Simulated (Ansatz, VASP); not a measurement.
## Two plane-wave programs on Bi2Te2O3

```xyz
7
Lattice="4.6265 0.0000 0.0000 -2.3133 4.0067 0.0000 0.0000 0.0000 11.6794" Properties=species:S:1:pos:R:3 pbc="T T T"
Bi    0.0000    0.0000    0.0000
Bi    0.0000    0.0000    5.8397
Te    0.0000    0.0000    8.5775
Te    0.0000    0.0000    3.1019
O     2.3133    0.0000    0.0000
O    -1.1566    2.0033    0.0000
O     1.1566    2.0033    0.0000
```

Alike in both runs: functional PBE; k mesh 3 × 3 × 2; occupations gaussian, width 0.15 eV; no spin polarisation.

Ansatz relaxed the structure, and its values are those at the end. VASP's run is a single point on that final structure, the one shown.

|  | VASP | Ansatz |
| --- | --- | --- |
| version | VASP 6.6.1 | Ansatz 0.2.0 |
| potentials or method | VASP PAW PBE potentials, release 64 (Bi_d, Te, O), cutoff 520 eV | scalar-relativistic, plane waves, PAW |
| valence electrons in the cell | 60 | 80 |

|  | VASP | Ansatz | Ansatz less VASP |
| --- | --- | --- | --- |
| gap on the k mesh at the Fermi level (eV) | none | none | - |
| pressure (GPa) | 0.0 | 0.0 | +0.01 |
| rms of the force components (eV/Å) | 0.002 | 0.004 | +0.0017 |

A gap of «none» marks a metal or a gap that the smearing closes. VASP's potentials hold 60 valence electrons a cell and Ansatz's 80, so a difference there can come from the potentials and not from the codes.

The k mesh is coarse, so the values compare programs but aren't converged. Spin-orbit coupling is off throughout.
